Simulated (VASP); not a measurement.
# C (I4_1/amd) in VASP: single point with r2SCAN

Aim: the single point of C with r2SCAN.

Everything below comes from runs of VASP 6.6.1. Logs are shortened: lines on timing, memory, paths and dates and some standing lists are left out, and cuts for length are marked.

**1. The cell of the first run**

It takes space group I4_1/amd (No. 141, tetragonal). The conventional cell has a = 2.443 Å, b = 2.443 Å, c = 3.801 Å, α = 90.00°, β = 90.00°, γ = 90.00°. Within 2.1 Å of C (site symmetry -4m2) lie 4 C at 1.55 Å.

**2. Single point, r2SCAN**

File POSCAR:

```
C
1.0
    0.0000000000      1.7276318446      1.9003950290
    1.7276318446      0.0000000000      1.9003950290
    1.7276318446      1.7276318446      0.0000000000
C
2
Direct
    0.5000000000      0.5000000000      0.5000000000
    0.7500000000      0.7500000000      0.7500000000
```

File INCAR.step1:

```
PREC = Accurate ; ENCUT = 1430
ISMEAR = 0 ; SIGMA = 0.05
LREAL = F ; LASPH = T
NELM = 120 ; NBANDS = 11
GGA = PE ; ALGO = Normal
EDIFF = 1E-5 ; LWAVE = T
LCHARG = F ; GGA_COMPAT = F
```

File INCAR.step2:

```
PREC = Accurate ; ENCUT = 1430
EDIFF = 1E-6 ; ISMEAR = 0
SIGMA = 0.05 ; LREAL = F
LASPH = T ; NELM = 120
ALGO = Normal ; ISIF = 2
LWAVE = F ; LCHARG = F
METAGGA = R2SCAN ; LMIXTAU = T
NBANDS = 11 ; ISTART = 1
GGA_COMPAT = F
```

File KPOINTS:

```
Automatic mesh
0
Gamma
  12 12 12
```

Potentials or basis: VASP PAW PBE potentials, release 64 (C_h).

Started as:

```sh
$ cat potpaw_PBE.64/C_h/POTCAR > POTCAR
$ cp INCAR.step1 INCAR
$ mpirun -np 1 vasp_std > vasp.out
$ cp INCAR.step2 INCAR
$ mpirun -np 1 vasp_std > vasp.out
```

OUTCAR:

```text
PREC = Accurate
   ENCUT = 1430
   EDIFF = 1E-6
   ISMEAR = 0
   LREAL = F
   LASPH = T
   NELM = 120
   ISIF = 2
   METAGGA = R2SCAN
   ISTART = 1

 ion  position               nearest neighbor table
   1  0.500  0.500  0.500-
   2  0.750  0.750  0.750-

  LATTYP: Found a body centered tetragonal cell.
 ALAT       =     2.4432403854
 C/A-ratio  =     1.5556349186

  Lattice vectors:

 A1 = (  -1.7276318446,   0.0000000000,   1.9003950290)
 A2 = (   1.7276318446,   0.0000000000,   1.9003950290)
 A3 = (   0.0000000000,   1.7276318446,  -1.9003950290)

Analysis of symmetry for initial positions (statically):
=====================================================================
 Subroutine PRICEL returns:
 Original cell was already a primitive cell.

 Routine SETGRP: Setting up the symmetry group for a
 body centered tetragonal supercell.

 Subroutine GETGRP returns: Found 16 space group operations
 (whereof  8 operations were pure point group operations)
 out of a pool of 16 trial point group operations.

The static configuration has the point symmetry D_2d.
 The point group associated with its full space group is D_4h.

Analysis of symmetry for dynamics (positions and initial velocities):
=====================================================================
 Subroutine PRICEL returns:
 Original cell was already a primitive cell.

 Routine SETGRP: Setting up the symmetry group for a
 body centered tetragonal supercell.

 Subroutine GETGRP returns: Found 16 space group operations
 (whereof  8 operations were pure point group operations)
 out of a pool of 16 trial point group operations.

The dynamic configuration has the point symmetry D_2d.
 The point group associated with its full space group is D_4h.

 Subroutine INISYM returns: Found 16 space group operations
 (whereof  8 operations are pure point group operations),
 and found     1 'primitive' translations

----------------------------------------------------------------------------------------

                                     Primitive cell

  volume of cell :      11.3443

  direct lattice vectors                    reciprocal lattice vectors
     0.000000000  1.727631845  1.900395029    -0.289413512  0.289413512  0.263103193
     1.727631845  0.000000000  1.900395029     0.289413512 -0.289413512  0.263103193
[... 91 lines left out ...]
   ISIF   =      2    stress and relaxation
   ISYM   =      2    0-nonsym 1-usesym 2-fastsym
   POTIM  = 0.5000    time-step for ionic-motion
   TEBEG  =    0.0;   TEEND  =   0.0 temperature during run
   PSTRESS=    0.0 pullay stress
   NELECT =       8.0000    total number of electrons
   NUPDOWN=      -1.0000    fix difference up-down
   EMIN   =  10.00;   EMAX   =-10.00  energy-range for DOS
   EFERMI =   0.00;   METHOD = LEGACY
   ISMEAR =     0;   SIGMA  =   0.05  broadening in eV -4-tet -1-fermi 0-gaus
   EFERMI_NEDOS =   21; number of points for ismear=-14 and -15
   IALGO  =     38    algorithm
   IMIX   =      4    mixing-type and parameters
     AMIX     =   0.40;   BMIX     =  1.00
     AMIX_MAG =   1.60;   BMIX_MAG =  1.00
  volume/ion in A,a.u.               =       5.67        38.28
  Fermi-wavevector in a.u.,A,eV,Ry     =   1.457178  2.753668 28.890189  2.123369
  Thomas-Fermi vector in A             =   2.574010
   LORBIT       =      0    0 simple, 1 ext, 2 COOP (PROOUT), +10 PAW based schemes
   METAGGA = R2SCAN    functional components
   LHFCALC =     F    Hartree Fock is set to
   AEXX    =    0.0000 exact exchange contribution
   IVDW    =     0    specifies the selected vdW correction
   LEPSILON=     F    determine dielectric tensor
   LRPA    =     F    only Hartree local field effects (RPA)
 non-spin polarized calculation
 Gauss-broadening in eV      SIGMA  =   0.05
  energy-cutoff  :     1430.00
  volume of cell :       11.34
 maximum number of plane-waves:      1420
   NGX = 15   NGY = 15   NGZ = 15

 number of electron       8.0000000 magnetization

 Free energy of the ion-electron system (eV)
  ---------------------------------------------------
  ext. energy  EPLUGINS =         0.00000000
  ---------------------------------------------------
  free energy    TOTEN  =       -19.49659077 eV

  energy without entropy =      -19.49659077  energy(sigma->0) =      -19.49659077

 E-fermi :  11.6814     XC(G=0): -14.2791

 val. band max:       11.4803866114   @ k =   0.0000   0.0000   0.0000
 cond. band min:      14.6002264080   @ k =   0.3333   0.0000   0.3333
 fundamental gap:      3.1198397966
 Fermi energy:        11.6814260230

 k-point     1 :       0.0000    0.0000    0.0000
  band No.  band energies     occupation
      1     -11.7448      2.00000
      2       9.8094      2.00000
      3      11.4804      2.00000
      4      11.4804      2.00000
      5      16.4674      0.00000
      6      16.4674      0.00000
      7      17.7378      0.00000
      8      24.5300      0.00000
      9      31.4294      0.00000
     10      35.0255      0.00000
     11      36.6966      0.00000
[... 309 lines left out ...]
 k-point    24 :      -0.4167    0.1667    0.0000
  band No.  band energies     occupation
      1      -5.2354      2.00000
      2      -2.4222      2.00000
      3       4.1218      2.00000
      4       8.1637      2.00000
      5      19.8813      0.00000
      6      21.8684      0.00000
      7      21.8707      0.00000
      8      27.4141      0.00000
      9      32.2671      0.00000
     10      36.3951      0.00000
     11      36.4327      0.00000

 [... further k-points ...]

------------------------ aborting loop because EDIFF is reached ----------------------------------------

  FORCE on cell =-STRESS in cart. coord.  units (eV):
  Direction    XX          YY          ZZ          XY          YZ          ZX
  --------------------------------------------------------------------------------------
  -------------------------------------------------------------------------------------
  Total        2.2486629      2.2486629     -5.0539702      0.0000000     -0.0000000     -0.0000000
  in kB      317.5840252    317.5840252   -713.7842691      0.0000000     -0.0000000     -0.0000000
  external PRESSURE =     -26.2054062 kB  Pullay stress =       0.0000000 kB

 VOLUME and BASIS-vectors are now :
 -----------------------------------------------------------------------------
  energy-cutoff  :     1430.00
  volume of cell :       11.34
      direct lattice vectors                 reciprocal lattice vectors
     0.000000000  1.727631845  1.900395029    -0.289413512  0.289413512  0.263103193
     1.727631845  0.000000000  1.900395029     0.289413512 -0.289413512  0.263103193
     1.727631845  1.727631845  0.000000000     0.289413512  0.289413512 -0.263103193

 POSITION                                       TOTAL-FORCE (eV/Angst)
 -----------------------------------------------------------------------------------
      1.72763      1.72763      1.90040         0.000000      0.000000      0.000000
      2.59145      2.59145      2.85059        -0.000000     -0.000000     -0.000000
 -----------------------------------------------------------------------------------
    total drift:                               -0.000000     -0.000000      0.000000

  FREE ENERGIE OF THE ION-ELECTRON SYSTEM (eV)
  ---------------------------------------------------
  free  energy   TOTEN  =       -19.4965907741 eV

  energy  without entropy=      -19.4965907741  energy(sigma->0) =      -19.49659077
```

OUTCAR.step1:

```text
PREC = Accurate
   ENCUT = 1430
   ISMEAR = 0
   LREAL = F
   LASPH = T
[... 559 lines left out ...]
 -----------------------------------------------------------------------------------
      1.72763      1.72763      1.90040         0.000000      0.000000      0.000000
      2.59145      2.59145      2.85059        -0.000000     -0.000000      0.000000
 -----------------------------------------------------------------------------------
    total drift:                               -0.000000     -0.000000      0.000000

  FREE ENERGIE OF THE ION-ELECTRON SYSTEM (eV)
  ---------------------------------------------------
  free  energy   TOTEN  =       -18.0028553497 eV

  energy  without entropy=      -18.0028553497  energy(sigma->0) =      -18.00285535
```

OSZICAR.step1:

```text
N       E                     dE             d eps       ncg     rms          rms(c)
DAV:   1     0.233540409524E+02    0.23354E+02   -0.83689E+03  3586   0.156E+03
DAV:   2    -0.171644575950E+02   -0.40518E+02   -0.38107E+02  4983   0.210E+02
DAV:   3    -0.186042916514E+02   -0.14398E+01   -0.14353E+01  4317   0.323E+01
DAV:   4    -0.186085385255E+02   -0.42469E-02   -0.42465E-02  3864   0.197E+00
DAV:   5    -0.186085440492E+02   -0.55237E-05   -0.55237E-05  4171   0.746E-02    0.475E+00
DAV:   6    -0.181549420812E+02    0.45360E+00   -0.23238E-01  3789   0.347E+00    0.261E+00
DAV:   7    -0.180009817853E+02    0.15396E+00   -0.28807E-01  3953   0.385E+00    0.354E-01
DAV:   8    -0.180027946977E+02   -0.18129E-02   -0.83021E-03  3846   0.860E-01    0.406E-02
DAV:   9    -0.180028386959E+02   -0.43998E-04   -0.56581E-05  4388   0.678E-02    0.185E-02
DAV:  10    -0.180028554883E+02   -0.16792E-04   -0.14136E-05  3850   0.343E-02    0.240E-03
DAV:  11    -0.180028553497E+02    0.13859E-06   -0.21529E-07  1895   0.491E-03
   1 F= -.18002855E+02 E0= -.18002855E+02  d E =-.210538E-24
```

Run time: 3.5 min. Hardware: 1 thread of AMD EPYC 7R13 (Zen 3), shared host; peak memory 0.19 GiB.

Results:

* Free energy: -19.4966 eV
* Pressure: -2.6 GPa
* Band gap on the k mesh: 3.12 eV (least direct gap 4.99 eV)

Levels at points of the mesh, in eV from the valence-band top:
| k point | band 2 | band 3 | band 4 | band 5 | band 6 | band 7 |
| --- | --- | --- | --- | --- | --- | --- |
| (0.00, 0.00, 0.00) | -1.67 | 0.00 | 0.00 | 4.99 | 4.99 | 6.26 |
| (0.50, 0.00, 0.00) | -14.55 | -4.45 | -2.55 | 6.36 | 8.75 | 10.18 |
| (0.50, 0.50, 0.00) | -15.09 | -6.16 | -6.16 | 6.07 | 6.07 | 16.89 |
| (0.50, 0.00, 0.50) | -13.59 | -7.61 | -7.61 | 3.76 | 3.76 | 17.01 |

Caveat: the stress differs along the axes, from -71 to 32 GPa; the PAW data sets were made with another functional, which shifts forces and pressure a little. A k mesh can miss the band edges.
